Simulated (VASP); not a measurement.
**Ga3SbAs2: single point with PBE**

The system is Ga3SbAs2.

```
Ga Sb As
1.0
     4.18107    0.00000    0.00000
    -2.09054    3.62092    0.00000
     0.00000    0.00000   10.23782
Ga Sb As
3 1 2
Direct
  0.00000 0.00000 0.01323
  0.33333 0.66667 0.65227
  0.66667 0.33333 0.33367
  0.00000 0.00000 0.75062
  0.33333 0.66667 0.41026
  0.66667 0.33333 0.08994
```

```
Program                : VASP 6.6.1
Task                   : single point
Functional             : PBE
Potentials or basis    : VASP PAW PBE potentials, release 64 (Ga_d, Sb, As)
Cutoff                 : 520 eV
k mesh                 : 6 × 6 × 2
Occupations            : gaussian, width 0.1 eV
Spin                   : no spin polarisation
Dipole correction      : no
Further INCAR settings : ALGO = Normal; EDIFF = 1e-07; NBANDS = 36
```

The pressure is 0.1 GPa. The largest force is 0.021 eV/Å. The band gap on the k mesh is zero (filled and empty bands touch).

Forces on the atoms (eV/Å):
```
Ga   0.000  0.000 -0.009
Ga   0.000  0.000  0.021
Ga   0.000  0.000  0.001
Sb   0.000  0.000  0.004
As   0.000  0.000 -0.015
As   0.000  0.000 -0.002
```

Levels at points of the mesh, in eV from the Fermi level:
```tsv
k point	band 25	band 26	band 27	band 28	band 29	band 30
(0.00, 0.00, 0.00)	-0.66	-0.36	0.01	0.01	0.10	1.36
(0.50, 0.00, 0.00)	-2.63	-2.02	-1.49	1.06	1.12	1.50
(0.00, 0.00, 0.50)	-0.97	-0.12	-0.12	0.07	0.46	1.75
(0.50, 0.00, 0.50)	-2.34	-1.38	-1.24	0.31	1.19	1.62
```

Wall time 42 s on 1 thread of AMD EPYC 9R45 96-Core Processor (Zen 5) (shared host), peak memory 0.28 GiB.

Caveat: spin-orbit coupling is left out, which moves the levels of the heavy elements.
